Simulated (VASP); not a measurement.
Here is a VASP 6.6.1 calculation.

File INCAR:

```
SYSTEM = NiO
  ALGO = Normal
  EDIFF = 1E-6
  ENCUT = 600
  GGA = PE
  GGA_COMPAT = .False.
  ISIF = 2
  ISMEAR = 0
  ISPIN = 2
  LASPH = .True.
  LCHARG = .False.
  LMAXMIX = 4
  LORBIT = 11
  LREAL = .False.
  LWAVE = .False.
  MAGMOM = 2 1
  NBANDS = 19
  NELM = 200
  PREC = Accurate
  SIGMA = 0.1
```

KPOINTS

```
k-points
0
Gamma
  8 8 8
  0 0 0
```

File POSCAR:

```
NiO
1.0
    0.0000000000      2.1090428756      2.1090428756
    2.1090428756      0.0000000000      2.1090428756
    2.1090428756      2.1090428756      0.0000000000
Ni O
1 1
Direct
    0.0000000000      0.0000000000      0.0000000000
    0.5000000000      0.5000000000      0.5000000000
```

Potentials or basis: VASP PAW PBE potentials, release 64 (Ni, O).

The run is started by

```bash
$ cat potpaw_PBE.64/Ni/POTCAR potpaw_PBE.64/O/POTCAR > POTCAR
$ mpirun -np 1 vasp_std > vasp.out
```

(1) Estimate the pressure.

(2) What does it give for the site moments?

Results:

(1) -0.2 GPa.

(2) Ni +1.50; O +0.29 μB.

Caveat: a cell with one magnetic atom can't hold antiferromagnetic order, which such compounds often take.
